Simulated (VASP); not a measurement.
**SiC4: relaxation of cell and atoms with PBE**

SiC4:

```xyz
5
Lattice="-2.5585 2.5585 2.5585 2.5585 -2.5585 2.5585 2.5585 2.5585 -2.5585" Properties=species:S:1:pos:R:3 pbc="T T T"
Si    0.0000    0.0000    0.0000
C     1.2793    1.2793   -1.2793
C    -1.2793    1.2793    1.2793
C     1.2793   -1.2793    1.2793
C     1.2793    1.2793    1.2793
```

```
Program                : VASP 6.6.1
Task                   : relaxation of cell and atoms
Functional             : PBE
Potentials or basis    : VASP PAW PBE potentials, release 64 (Si, C)
Cutoff                 : 600 eV
k mesh                 : 6 × 6 × 6
Occupations            : gaussian, width 0.1 eV
Spin                   : no spin polarisation
Dipole correction      : no
Further INCAR settings : ALGO = Normal; EDIFF = 1e-06; IBRION = 2; EDIFFG = -0.04; NSW = 90; ISIF = 3
```

| Item | Value |
| --- | --- |
| Relaxed volume | 8.39 Å³/atom |
| Relaxed cell | a = 3.791 Å, b = 3.791 Å, c = 3.791 Å, α = 109.47°, β = 109.47°, γ = 109.47° |
| Space group after relaxing (to 0.05 Å) | Im-3m (No. 229) |
| Energy gained by relaxing | 747.4 meV/atom |
| Ionic steps | 4 |
| Pressure after relaxing | 0.4 GPa |
| Band gap on the k mesh | zero (band 10 reaches 8.77 eV, above the bottom of band 11 at 8.03 eV) |

The path:
| step | energy change (eV) | largest force (eV/Å) | pressure (GPa) | volume (Å³) |
| --- | --- | --- | --- | --- |
| 1 | 0.0000 | 0.0000 | -32.08 | 66.99 |
| 2 | -3.6867 | 0.0000 | -7.02 | 44.20 |
| 3 | -3.7335 | 0.0000 | -2.08 | 42.59 |
| 4 | -3.7371 | 0.0000 | 0.37 | 41.95 |

Final structure:
```yaml
crystal:
  lattice:
    - [-2.18890, 2.18890, 2.18890]
    - [2.18890, -2.18890, 2.18890]
    - [2.18890, 2.18890, -2.18890]
  atoms:
    - { symbol: Si, position: [0.00000, 0.00000, 0.00000] }
    - { symbol: C, position: [0.00000, 0.00000, 0.50000] }
    - { symbol: C, position: [0.50000, 0.00000, 0.00000] }
    - { symbol: C, position: [0.00000, 0.50000, 0.00000] }
    - { symbol: C, position: [0.50000, 0.50000, 0.50000] }
```

Levels at points of the mesh, in eV from the Fermi level:
| k point | band 7 | band 8 | band 9 | band 10 | band 11 | band 12 | band 13 | band 14 |
| --- | --- | --- | --- | --- | --- | --- | --- | --- |
| (0.00, 0.00, 0.00) | -7.91 | -4.23 | -4.23 | -4.23 | 1.26 | 3.40 | 3.40 | 3.40 |
| (0.50, 0.00, 0.00) | -2.73 | -1.91 | -1.74 | -1.48 | -0.17 | 0.94 | 1.18 | 2.94 |
| (0.50, 0.50, 0.50) | -3.32 | -3.32 | -3.32 | -2.65 | 4.31 | 4.31 | 4.31 | 5.81 |

Run time: 31 s on 1 thread of Intel(R) Xeon(R) 6975P-C (Granite Rapids), on a shared host, peak memory 0.21 GiB.

Caveat: the volume moved by over 15 % at a fixed basis, so the end points are rough.
